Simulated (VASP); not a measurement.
# Ni (Fm-3m) in VASP: further runs, part 2 of 2

VASP 6.6.1.

### 3 Single point, revPBE, collinear spin, ferromagnetic start

This run uses another cell than the first one, of 11.12 Å³/atom, 1.042 times its volume.

The input, INCAR:

```
  PREC = Accurate
  ENCUT = 520
  EDIFF = 1E-6
  ISMEAR = -1
  SIGMA = 0.05
  LREAL = F
  LASPH = T
  NELM = 150
  ALGO = Normal
  ISIF = 2
  LWAVE = F
  LCHARG = F
  ISPIN = 2
  MAGMOM = 0.704
  LORBIT = 11
  LMAXMIX = 4
  GGA = RE
  NBANDS = 15
```

The input, KPOINTS:

```
regular mesh
0
Gamma
  25 25 25
```

The input, POSCAR:

```
Ni
1.0
    0.0000000000      1.7718334194      1.7718334194
    1.7718334194      0.0000000000      1.7718334194
    1.7718334194      1.7718334194      0.0000000000
Ni
1
Direct
    0.0000000000      0.0000000000      0.0000000000
```

Potentials or basis: VASP PAW PBE potentials, release 64 (Ni).

Run with:

```console
$ cat potpaw_PBE.64/Ni/POTCAR > POTCAR
$ mpirun -np 1 vasp_std > vasp.out
```

OUTCAR:

```text
PREC = Accurate
   ENCUT = 520
   EDIFF = 1E-6
   ISMEAR = -1
   LREAL = F
   LASPH = T
   NELM = 150
   ISIF = 2
   ISPIN = 2
   LORBIT = 11
   GGA = RE

 ion  position               nearest neighbor table
   1  0.000  0.000  0.000-

  LATTYP: Found a face centered cubic cell.
 ALAT       =     3.5436668388

  Lattice vectors:

 A1 = (   0.0000000000,   1.7718334194,   1.7718334194)
 A2 = (   1.7718334194,   0.0000000000,   1.7718334194)
 A3 = (   1.7718334194,   1.7718334194,   0.0000000000)

Analysis of symmetry for initial positions (statically):
=====================================================================
 Subroutine PRICEL returns:
 Original cell was already a primitive cell.

 Routine SETGRP: Setting up the symmetry group for a
 face centered cubic supercell.

 Subroutine GETGRP returns: Found 48 space group operations
 (whereof 48 operations were pure point group operations)
 out of a pool of 48 trial point group operations.

The static configuration has the point symmetry O_h .

Analysis of symmetry for dynamics (positions and initial velocities):
=====================================================================
 Subroutine PRICEL returns:
 Original cell was already a primitive cell.

 Routine SETGRP: Setting up the symmetry group for a
 face centered cubic supercell.

 Subroutine GETGRP returns: Found 48 space group operations
 (whereof 48 operations were pure point group operations)
 out of a pool of 48 trial point group operations.

The dynamic configuration has the point symmetry O_h .

Analysis of structural, dynamic, and magnetic symmetry:
=====================================================================
 Subroutine PRICEL returns:
 Original cell was already a primitive cell.

 Routine SETGRP: Setting up the symmetry group for a
 face centered cubic supercell.

 Subroutine GETGRP returns: Found 48 space group operations
 (whereof 48 operations were pure point group operations)
 out of a pool of 48 trial point group operations.

The overall configuration has the point symmetry O_h .

 Subroutine INISYM returns: Found 48 space group operations
[... 159 lines left out ...]
      7      32.6820      0.00000
      8      36.4193      0.00000
      9      36.4193      0.00000
     10      36.4193      0.00000
     11      39.2787      0.00000
     12      39.2787      0.00000
     13      39.2787      0.00000
     14      42.2275      0.00000
[... 403 lines left out ...]
      4       7.8240      1.00000
      5       8.5182      1.00000
      6       8.8043      0.99944
      7      15.9692      0.00000
      8      31.0654      0.00000
      9      32.5819      0.00000
     10      33.5418      0.00000
     11      36.9122      0.00000
     12      37.6437      0.00000
     13      42.5887      0.00000
     14      51.5817      0.00000
     15      54.0622      0.00000

 [... further k-points ...]

 spin component 2

 k-point     1 :       0.0000    0.0000    0.0000
  band No.  band energies     occupation
      1       0.2726      1.00000
      2       7.5601      1.00000
      3       7.5601      1.00000
      4       7.5601      1.00000
      5       8.5201      1.00000
      6       8.5201      1.00000
      7      32.4829      0.00000
      8      36.3792      0.00000
      9      36.3792      0.00000
     10      36.3792      0.00000
     11      39.3499      0.00000
     12      39.3499      0.00000
     13      39.3499      0.00000
     14      42.0849      0.00000
[... 403 lines left out ...]
      4       8.0813      1.00000
      5       9.2832      0.11039
      6       9.4000      0.01187
      7      16.2902      0.00000
      8      30.9120      0.00000
      9      32.6444      0.00000
     10      33.6141      0.00000
     11      36.9063      0.00000
     12      37.6556      0.00000
     13      42.6705      0.00000
     14      51.6706      0.00000
     15      54.1056      0.00000

 [... further k-points ...]

------------------------ aborting loop because EDIFF is reached ----------------------------------------

  FORCE on cell =-STRESS in cart. coord.  units (eV):
  Direction    XX          YY          ZZ          XY          YZ          ZX
  --------------------------------------------------------------------------------------
  -------------------------------------------------------------------------------------
  Total        0.0047835      0.0047835      0.0047835      0.0000000     -0.0000000     -0.0000000
  in kB        0.6889091      0.6889091      0.6889091      0.0000000     -0.0000000     -0.0000000
  external PRESSURE =       0.6889091 kB  Pullay stress =       0.0000000 kB

 VOLUME and BASIS-vectors are now :
 -----------------------------------------------------------------------------
  energy-cutoff  :      520.00
  volume of cell :       11.12
      direct lattice vectors                 reciprocal lattice vectors
     0.000000000  1.771833419  1.771833419    -0.282193571  0.282193571  0.282193571
     1.771833419  0.000000000  1.771833419     0.282193571 -0.282193571  0.282193571
     1.771833419  1.771833419  0.000000000     0.282193571  0.282193571 -0.282193571

 POSITION                                       TOTAL-FORCE (eV/Angst)
 -----------------------------------------------------------------------------------
      0.00000      0.00000      0.00000         0.000000      0.000000      0.000000
 -----------------------------------------------------------------------------------
    total drift:                               -0.000000     -0.000000     -0.000000

  FREE ENERGIE OF THE ION-ELECTRON SYSTEM (eV)
  ---------------------------------------------------
  free  energy   TOTEN  =        -5.0692571767 eV

  energy  without entropy=       -5.0547220358  energy(sigma->0) =       -5.06198961

 total charge

# of ion       s       p       d       tot
------------------------------------------
    1        0.487   0.478   8.301   9.266

 magnetization (x)

# of ion       s       p       d       tot
------------------------------------------
    1       -0.007  -0.026   0.678   0.644
```

OSZICAR:

```text
N       E                     dE             d eps       ncg     rms          rms(c)
DAV:   1     0.335835480077E+02    0.33584E+02   -0.42303E+03 28830   0.854E+02
DAV:   2    -0.454678758327E+01   -0.38130E+02   -0.35432E+02 31178   0.161E+02
DAV:   3    -0.600963917927E+01   -0.14629E+01   -0.14496E+01 32977   0.311E+01
DAV:   4    -0.601901665719E+01   -0.93775E-02   -0.93756E-02 33731   0.236E+00
DAV:   5    -0.601914265074E+01   -0.12599E-03   -0.12599E-03 33615   0.243E-01    0.948E+00
DAV:   6    -0.540285156208E+01    0.61629E+00   -0.13032E+01 39550   0.390E+01    0.599E+00
DAV:   7    -0.508481905377E+01    0.31803E+00   -0.23163E+00 37116   0.149E+01    0.191E+00
DAV:   8    -0.507176735317E+01    0.13052E-01   -0.25148E-02 33910   0.111E+00    0.937E-01
DAV:   9    -0.506958555996E+01    0.21818E-02   -0.19904E-03 43912   0.293E-01    0.245E-01
DAV:  10    -0.506925736058E+01    0.32820E-03   -0.41886E-04 45524   0.113E-01    0.441E-02
DAV:  11    -0.506925683211E+01    0.52846E-06   -0.77478E-05 40316   0.678E-02    0.320E-02
DAV:  12    -0.506925717667E+01   -0.34456E-06   -0.15697E-06 29392   0.108E-02
   1 F= -.50692572E+01 E0= -.50619896E+01  d E =-.145351E-01  mag=     0.6293
```

Run time: 3.6 min. Hardware: 1 thread of AMD EPYC 7R13, shared host; peak memory 0.19 GiB.

Results:

```
Free energy                                           : -5.0693 eV
Pressure                                              : 0.1 GPa
Net moment                                            : 0.63 μB per cell
Site moments                                          : Ni +0.64 μB
Valence electrons inside the program's atomic spheres : Ni 9.27
```

Caveat: the PAW data sets were made with another functional, which shifts forces and pressure a little.

### 4 Single point, revPBE, collinear spin, ferromagnetic start

This run uses another cell than the first one, of 11.12 Å³/atom, 1.042 times its volume.

The input, INCAR:

```
ALGO     = Normal         # electronic algorithm
EDIFF    = 1E-6           # SCF threshold, eV
ENCUT    = 520            # plane-wave cutoff, eV
GGA      = RE             # functional
ISIF     = 2              # what is computed and relaxed
ISMEAR   = -1             # smearing method
ISPIN    = 2              # spin polarisation
LASPH    = T              # aspherical terms in the spheres
LCHARG   = T              # write CHGCAR
LELF     = T              # ELF
LMAXMIX  = 4              # l up to which the mixer works
LORBIT   = 11             # projections on sites
LREAL    = F              # projectors in reciprocal space
LVHAR    = T            
LWAVE    = F              # write WAVECAR
MAGMOM   = 0.685          # initial moments
NBANDS   = 15             # bands
NELM     = 150            # most SCF steps
PREC     = Accurate       # precision mode
SIGMA    = 0.05           # smearing width, eV
```

The input, KPOINTS:

```
k-points
0
Gamma
  25 25 25
```

POSCAR is that of step 3.

Run with:

```console
$ cat potpaw_PBE.64/Ni/POTCAR > POTCAR
$ mpirun -np 1 vasp_std > vasp.out
```

Wall time 3.9 min (1 thread of AMD EPYC 7R13, shared host); peak memory 0.19 GiB.

Results (log left out):

| Property | Result |
| --- | --- |
| Free energy | -5.0693 eV |
| Pressure | 0.1 GPa |
| Net moment | 0.63 μB per cell |
| Site moments | Ni +0.64 μB |
| Valence electrons inside the program's atomic spheres | Ni 9.27 |

Levels at points of the mesh, in eV from the Fermi level:
Spin up:
```tsv
k point	band 1	band 2	band 3	band 4	band 5	band 6	band 7	band 8	band 9	band 10
(0.00, 0.00, 0.00)	-8.85	-2.39	-2.39	-2.39	-1.25	-1.25	23.50	27.24	27.24	27.24
```
Spin down:
```
           k point  band 1  band 2  band 3  band 4  band 5  band 6  band 7  band 8  band 9  band 10
(0.00, 0.00, 0.00)   -8.91   -1.62   -1.62   -1.62   -0.66   -0.66   23.30   27.20   27.20    27.20
```

Caveat: the PAW data sets were made with another functional, which shifts forces and pressure a little.

### 5 Single point, revPBE

This run uses another cell than the first one, of 11.08 Å³/atom, 1.037 times its volume.

The input, INCAR:

```
  PREC = Accurate
  ENCUT = 600
  EDIFF = 1E-6
  ISMEAR = -1
  SIGMA = 0.1
  LREAL = False
  LASPH = True
  NELM = 120
  ALGO = Normal
  ISIF = 2
  LWAVE = False
  LCHARG = False
  GGA = RE
  NBANDS = 11
  GGA_COMPAT = False
```

The input, KPOINTS:

```
regular mesh
0
Gamma
  8 8 8
```

The input, POSCAR:

```
Ni
1.0
    0.0000000000      1.7692174699      1.7692174699
    1.7692174699      0.0000000000      1.7692174699
    1.7692174699      1.7692174699      0.0000000000
Ni
1
Direct
    0.0000000000      0.0000000000      0.0000000000
```

Run with:

```console
$ cat potpaw_PBE.64/Ni/POTCAR > POTCAR
$ mpirun -np 1 vasp_std > vasp.out
```

It took 10 s on 1 thread of Intel Xeon 8259CL, shared host; peak memory 0.12 GiB.

Results (log left out):

| Property | Result |
| --- | --- |
| Free energy | -5.0340 eV |
| Pressure | 0.8 GPa |
| Band gap on the k mesh | zero (band 5 reaches 9.20 eV, above the bottom of band 6 at 8.25 eV) |

Levels at points of the mesh, in eV from the Fermi level:
| k point | band 1 | band 2 | band 3 | band 4 | band 5 | band 6 | band 7 | band 8 | band 9 | band 10 |
| --- | --- | --- | --- | --- | --- | --- | --- | --- | --- | --- |
| (0.00, 0.00, 0.00) | -8.72 | -1.81 | -1.81 | -1.81 | -0.75 | -0.75 | 23.63 | 27.48 | 27.48 | 27.48 |
| (0.50, 0.00, 0.00) | -4.32 | -1.86 | -1.86 | -0.12 | -0.04 | -0.04 | 5.95 | 22.13 | 24.64 | 24.64 |
| (0.50, 0.50, 0.00) | -4.18 | -3.60 | -0.05 | 0.14 | 0.14 | 2.60 | 9.37 | 14.87 | 14.87 | 19.75 |

Caveat: the k points lie up to 0.38 Å⁻¹ apart; the PAW data sets were made with another functional, which shifts forces and pressure a little; the run has no spin polarisation, though such a crystal can be magnetic.

### 6 Single point, revPBE

This run uses another cell than the first one, of 11.08 Å³/atom, 1.037 times its volume.

The input, INCAR:

```
SYSTEM = Ni
ALGO = Normal ; EDIFF = 1E-6
ENCUT = 520 ; GGA = RE
ISIF = 2 ; ISMEAR = -1
LASPH = .True. ; LCHARG = .True.
LELF = .True. ; LREAL = .False.
LVHAR = .True. ; LWAVE = .False.
NBANDS = 11 ; NELM = 60
PREC = Accurate ; SIGMA = 0.1
```

The input, KPOINTS:

```
k-points
0
Gamma
  15 15 15
  0 0 0
```

The input, POSCAR:

```
Ni
1.0
    0.0000000000      1.7692174731      1.7692174731
    1.7692174731      0.0000000000      1.7692174731
    1.7692174731      1.7692174731      0.0000000000
Ni
1
Direct
    0.0000000000      0.0000000000      0.0000000000
```

Potentials or basis: VASP PAW PBE potentials, release 64 (Ni).

Run with:

```console
$ cat potpaw_PBE.64/Ni/POTCAR > POTCAR
$ mpirun -np 1 vasp_std > vasp.out
```

Run time: 11 s. Hardware: 1 thread of Intel Xeon Platinum 8375C at 2.90GHz (Ice Lake), shared host; peak memory 0.13 GiB.

Results (log left out):

```yaml
Free_energy: -5.0543 eV
Pressure: 0.2 GPa
Band_gap_on_the_k_mesh: zero (band 5 reaches 9.19 eV, above the bottom of band 6 at 8.27 eV)
```

Levels at points of the mesh, in eV from the Fermi level:
```csv
k point,band 2,band 3,band 4,band 5,band 6,band 7,band 8,band 9
"(0.00, 0.00, 0.00)",-1.82,-1.82,-1.82,-0.76,-0.76,23.61,27.46,27.46
```

Caveat: the PAW data sets were made with another functional, which shifts forces and pressure a little; the run has no spin polarisation, though such a crystal can be magnetic. Spin polarisation is off, so any magnetic state and its effect on volume and gap are missing.

### 7 Summary

| spin | cell | k mesh | cutoff (eV) | smearing | gap on the mesh (eV) | pressure (GPa) | moment (μB) |
| --- | --- | --- | --- | --- | --- | --- | --- |
| collinear, ferromagnetic start | a = 2.472 Å, angles 60.0°, 1 atom | 25 × 25 × 25 | 520 | fermi-dirac 0.05 eV | none | 8.3 | 0.62 |
| collinear, ferromagnetic start | a = 2.506 Å, angles 60.0°, 1 atom | 25 × 25 × 25 | 520 | fermi-dirac 0.05 eV | none | 0.1 | 0.63 |
| off | a = 2.502 Å, angles 60.0°, 1 atom | 8 × 8 × 8 | 600 | fermi-dirac 0.1 eV | none | 0.8 | - |
| off | a = 2.502 Å, angles 60.0°, 1 atom | 15 × 15 × 15 | 520 | fermi-dirac 0.1 eV | none | 0.2 | - |

Alike in all rows: task single point; level revPBE; potentials or basis VASP PAW PBE potentials, release 64 (Ni).

Caveats: some runs use coarse meshes; the PAW data sets were made with another functional, which shifts forces and pressure a little.

Total energies depend on the potentials used, so only differences within one code and one set of settings carry meaning.
